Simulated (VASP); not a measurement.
Here is a VASP 6.6.1 calculation.

File INCAR:

```
SYSTEM = HgTe
PREC     = Accurate       ! precision mode
ENCUT    = 520            ! plane-wave cutoff, eV
EDIFF    = 1E-7           ! SCF threshold, eV
ISMEAR   = -1             ! smearing method
SIGMA    = 0.05           ! smearing width, eV
LREAL    = .FALSE.        ! projectors in reciprocal space
LASPH    = .TRUE.         ! aspherical terms in the spheres
NELM     = 80             ! most SCF steps
ALGO     = Normal         ! electronic algorithm
ISIF     = 2              ! what is computed and relaxed
LWAVE    = .FALSE.        ! write WAVECAR
LCHARG   = .TRUE.         ! write CHGCAR
GGA      = PS             ! functional
LELF     = .TRUE.         ! ELF
LVHAR    = .TRUE.       
NBANDS   = 26             ! bands
```

Contents of KPOINTS:

```
Automatic mesh
0
G
  6 6 5
  0 0 0
```

The input POSCAR:

```
HgTe
1.0
    2.9925180000     -3.4669290000      0.0000000000
    2.9925180000      3.4669290000      0.0000000000
    0.0000000000      0.0000000000      5.7981570000
Hg Te
2 2
Direct
    0.6569500000      0.3430500000      0.2500000000
    0.3430500000      0.6569500000      0.7500000000
    0.2151910000      0.7848090000      0.2500000000
    0.7848090000      0.2151910000      0.7500000000
```

Potentials or basis: VASP PAW PBE potentials, release 64 (Hg, Te).

The run is started by

```bash
$ cat potpaw_PBE.64/Hg/POTCAR potpaw_PBE.64/Te/POTCAR > POTCAR
$ mpirun -np 1 vasp_std > vasp.out
```

Task: What does it give for the band gap on the k mesh?

Result: Zero (band 18 reaches 4.05 eV, above the bottom of band 19 at 2.00 eV).

Task: What does it give for the largest force?

Result: 0.188 eV/Å.

Stress tensor (GPa, compression positive):
```
-3.48  0.00  0.00
 0.00 -2.84  0.00
 0.00  0.00 -3.57
```

Caveat: the PAW data sets were made with another functional, which shifts forces and pressure a little; spin-orbit coupling is left out, which moves the levels of the heavy elements.
